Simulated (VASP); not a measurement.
AlN, 2 atoms in the cell. Symmetry: F-43m, No. 216, cubic system. The conventional cell has a = 4.281 Å, b = 4.281 Å, c = 4.281 Å, α = 90.00°, β = 90.00°, γ = 90.00°. Within 2.5 Å of Al (site symmetry -43m) lie 4 N at 1.85 Å. Within 2.5 Å of N (site symmetry -43m) lie 4 Al at 1.85 Å.  This cell differs from its parent crystal: volume changed by -6%.

- Program: VASP 6.6.1
- Task: single point
- Functional: r2SCAN
- Potentials or basis: VASP PAW PBE potentials, release 64 (Al, N)
- Cutoff: 520 eV
- k mesh: 8 × 8 × 8
- Occupations: gaussian, width 0.01 eV
- Spin: no spin polarisation
- Dipole correction: no
- Further INCAR settings: ALGO = Normal; EDIFF = 1e-06; NBANDS = 11

Potentials or basis: VASP PAW PBE potentials, release 64 (Al, N).

Command:

```console
$ cat potpaw_PBE.64/Al/POTCAR potpaw_PBE.64/N/POTCAR > POTCAR
$ cp INCAR.step1 INCAR
$ mpirun -np 1 vasp_std > vasp.out
$ cp INCAR.step2 INCAR
$ mpirun -np 1 vasp_std > vasp.out
```

Hardware: 1 thread of Intel Xeon 8259CL (shared host).

Q: How long does it take, and how much memory?

A: Wall time 32 s on 1 thread of Intel Xeon 8259CL, on a shared host, peak memory 0.14 GiB. Counts: k points 29.
